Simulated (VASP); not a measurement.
Crystal: AlN.

```xyz
2
Lattice="0.0000 2.1840 2.1840 2.1840 0.0000 2.1840 2.1840 2.1840 0.0000" Properties=species:S:1:pos:R:3 pbc="T T T"
Al    0.0000    0.0000    0.0000
N     1.0920    1.0920    1.0920
```

Program: VASP 6.6.1. Alike in all runs: potentials or basis VASP PAW PBE potentials, release 64 (Al, N); no spin polarisation; cell as given; cutoff (eV) 520.

Task: Order these runs on this cell by their band gap on the k mesh, lowest first.
A. level B3LYP; k mesh 6 × 6 × 6; smearing fermi-dirac 0.05 eV; grid for exact exchange (PRECFOCK) Normal; share of exact exchange 0.2
B. level PBEsol-based global hybrid with 25 % exact exchange; k mesh 5 × 5 × 5; smearing fermi-dirac 0.05 eV; grid for exact exchange (PRECFOCK) Normal; share of exact exchange 0.25
C. level r2SCAN; k mesh 10 × 10 × 10; smearing gaussian 0.01 eV
D. level BHLYP; k mesh 5 × 5 × 5; smearing fermi-dirac 0.05 eV; grid for exact exchange (PRECFOCK) Normal; share of exact exchange 0.5
E. level BHLYP; k mesh 6 × 6 × 6; smearing fermi-dirac 0.05 eV; grid for exact exchange (PRECFOCK) Normal; share of exact exchange 0.5

Result: C (3.93 eV), A (5.26 eV), B (5.85 eV), E (7.77 eV), D (8.43 eV).

Caveats: some runs use coarse meshes; an odd mesh through Γ misses points on the zone boundary, where band edges can lie (at least some runs).

A k mesh can miss the band edges, odd and even meshes differently.
